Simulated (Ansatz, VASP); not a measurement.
# Two plane-wave programs on In

```
In
1.0
     0.00000    3.23184    3.23184
     3.23184    0.00000    3.23184
     3.23184    3.23184    0.00000
In
2
Cartesian
  0.8080 0.8080 0.8080
  5.6557 5.6557 5.6557
```

Alike in both runs: functional LDA; k mesh 8 × 8 × 8; occupations fermi-dirac, width 0.1 eV; no spin polarisation.

Ansatz relaxed the structure, and its values are those at the end. VASP's run is a single point on that final structure, the one shown.

```csv
,VASP,Ansatz
version,VASP 6.6.1,Ansatz 0.2.0
potentials or method,"VASP PAW LDA potentials, release 64 (In_d), cutoff 520 eV","plane waves (420 eV) with PAW, scalar-relativistic"
valence electrons in the cell,26,26
```

|  | VASP | Ansatz | Ansatz less VASP |
| --- | --- | --- | --- |
| pressure (GPa) | 0.0 | 0.0 | -0.04 |

Ansatz warns that its potentials were made for another functional, while VASP's fit it. LDA's correlation is that of Perdew and Zunger in VASP and of Perdew and Wang (1992) in Ansatz.
